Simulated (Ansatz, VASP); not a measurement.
## One calculation of Co, two programs

The input INCAR:

```
SYSTEM = Co
PREC     = Accurate       ! precision mode
ENCUT    = 520            ! plane-wave cutoff, eV
EDIFF    = 1E-8           ! SCF threshold, eV
ISMEAR   = -1             ! smearing method
SIGMA    = 0.05           ! smearing width, eV
LREAL    = .FALSE.        ! projectors in reciprocal space
LASPH    = .TRUE.         ! aspherical terms in the spheres
NELM     = 150            ! most SCF steps
ALGO     = Normal         ! electronic algorithm
ISIF     = 2              ! what is computed and relaxed
LWAVE    = .FALSE.        ! write WAVECAR
LCHARG   = .FALSE.        ! write CHGCAR
ISPIN    = 2              ! spin polarisation
MAGMOM   = 2 2            ! initial moments
LORBIT   = 11             ! projections on sites
LMAXMIX  = 4              ! l up to which the mixer works
GGA      = PE             ! functional
LEFG     = .TRUE.       
NBANDS   = 20             ! bands
```

File KPOINTS:

```
regular mesh
0
G
  19 19 10
  0 0 0
```

POSCAR

```
Co
1.0
    2.5020943139      0.0000000000      0.0000000000
   -1.2510471570      2.1668772385      0.0000000000
    0.0000000000      0.0000000000      4.0635427969
Co
2
Direct
    0.3333333333      0.6666666667      0.2500000000
    0.6666666667      0.3333333333      0.7500000000
```

Input for Ansatz:

```yaml
crystal:
  lattice:
    - [2.5020943139, 0.0, 0.0]
    - [-1.251047157, 2.1668772385, 0.0]
    - [0.0, 0.0, 4.0635427969]
  atoms:
    - { symbol: Co, position: [0.3333333333, 0.6666666667, 0.25], spin: 2.0 }
    - { symbol: Co, position: [0.6666666667, 0.3333333333, 0.75], spin: 2.0 }
magnetization:
  spin_polarized: true
kpoints:
  mp_grid: { grid: [19, 19, 10] }
scf:
  occupations: { method: fermi_dirac, width: 0.05 }
hamiltonian:
  xc: pbe
  pseudopotentials: { kind: all_electron, datasets: crystal }
output:
  forces: true
  stress: true
  eigenvalues: true
  efg: { contact_densities: true }
```

Change from the starting cell: volume scaled by 0.98, crystal datasets.

Alike in both runs: task electric field gradients; functional PBE; k mesh 19 × 19 × 10; occupations fermi-dirac, width 0.05 eV; collinear spin.

|  | VASP | Ansatz |
| --- | --- | --- |
| version | VASP 6.6.1 | Ansatz 0.2.0 |
| potentials or method | VASP PAW PBE potentials, release 64 (Co), cutoff 520 eV | all-electron PAW with datasets made for the crystal, scalar-relativistic |

|  | VASP | Ansatz | Ansatz less VASP |
| --- | --- | --- | --- |
| pressure (GPa) | -3.5 | -2.9 | +0.56 |
| traceless stress, the component that is largest in VASP (GPa) | -1.05 | -0.95 | +0.092 |
| net moment per atom (μB) | 1.62 | 1.63 | +0.010 |
| size of the moment on the site where the two differ most (μB) | 1.64 | 1.71 | +0.065 |
| size of Vzz on the site where it differs most (V/Å²) | 1.9 | 1.6 | -0.33 |

Site moments also hang on the region over which each program counts them. Ansatz ran all-electron here, and VASP with PAW potentials.
